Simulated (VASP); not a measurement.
A run of VASP 6.6.1 is set up as follows.

The input INCAR:

```
PREC = Accurate ; ENCUT = 520
EDIFF = 1E-6 ; ISMEAR = -1
SIGMA = 0.05 ; LREAL = F
LASPH = T ; NELM = 80
ALGO = Normal ; ISIF = 2
LWAVE = F ; LCHARG = F
GGA = PS ; NBANDS = 21
```

The input KPOINTS:

```
regular mesh
0
Gamma
  11 11 11
```

The input POSCAR:

```
Ge
1.0
   -2.3858589599      2.3862314002      1.2876582235
    2.3858589599     -2.3862314002      1.2876582235
    2.3858589599      2.3862314002     -1.2876582235
Ge
2
Direct
    0.3747810421      0.1247810421      0.2500000000
    0.6252189579      0.8752189579      0.7500000000
```

Potentials or basis: VASP PAW PBE potentials, release 64 (Ge_d).

The run is started by

```sh
$ cat potpaw_PBE.64/Ge_d/POTCAR > POTCAR
$ mpirun -np 1 vasp_std > vasp.out
```

Q: Predict the band gap on the k mesh.

A: Zero (band 14 reaches 12.03 eV, above the bottom of band 15 at 5.61 eV).

Q: Estimate the pressure.

A: 30.0 GPa.

Stress tensor (GPa, compression positive):
```
29.93  0.00  0.00
 0.00 29.92  0.00
 0.00  0.00 30.04
```

Caveat: the PAW data sets were made with another functional, which shifts forces and pressure a little.
